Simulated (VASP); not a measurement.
Crystal: MgZn4O.

```xyz
6
Lattice="2.4683 1.4251 3.8561 -2.4683 1.4251 3.8561 0.0000 -2.8502 3.8561" Properties=species:S:1:pos:R:3 pbc="T T T"
Mg    0.0000    0.0000   11.5454
Zn    0.0000   -1.4095    6.2743
Zn    1.2206    0.7047    6.2743
Zn   -1.2206    0.7047    6.2743
Zn    0.0000    0.0000    8.6218
O     0.0000    0.0000    4.3914
```

- Program: VASP 6.6.1
- Task: relaxation of cell and atoms
- Functional: PBE
- Potentials or basis: VASP PAW PBE potentials, release 64 (Mg, Zn, O)
- Cutoff: 600 eV
- k mesh: 4 × 4 × 4
- Occupations: gaussian, width 0.2 eV
- Spin: no spin polarisation

At the start: pressure 5.6 GPa; volume 13.56 Å³/atom.

Question: How do energy, volume and symmetry change on relaxing?

Answer: Over 8 steps the energy falls by 62.7 meV/atom and the volume is 14.39 Å³/atom (+6.1 %); space group R3m (No. 160, to 0.05 Å).

Step by step:
```csv
step,energy change (eV),largest force (eV/Å),pressure (GPa),volume (Å³)
1,0.0000,0.6640,5.61,81.39
2,-0.2447,0.3740,-0.99,87.05
3,-0.2580,0.2686,-2.85,89.30
4,-0.3507,0.1728,-1.30,87.66
5,-0.3701,0.1666,-0.22,86.68
6,-0.3705,0.1681,-0.09,86.53
7,-0.3754,0.0835,0.05,86.40
8,-0.3759,0.0753,0.11,86.35
```

Final structure:
```
CELL_PARAMETERS angstrom
2.63300 1.52016 3.59549
-2.63300 1.52016 3.59549
0.00000 -3.04033 3.59549
ATOMIC_POSITIONS crystal
Mg 0.99593 0.99593 0.99593
Zn 0.37420 0.37420 0.87307
Zn 0.87307 0.37420 0.37420
Zn 0.37420 0.87307 0.37420
Zn 0.75219 0.75219 0.75219
O 0.38042 0.38042 0.38042
```

Caveat: the k points lie up to 0.37 Å⁻¹ apart in the final cell; the relaxation stopped at a loose force limit of 0.08 eV/Å, so its end isn't a converged minimum.
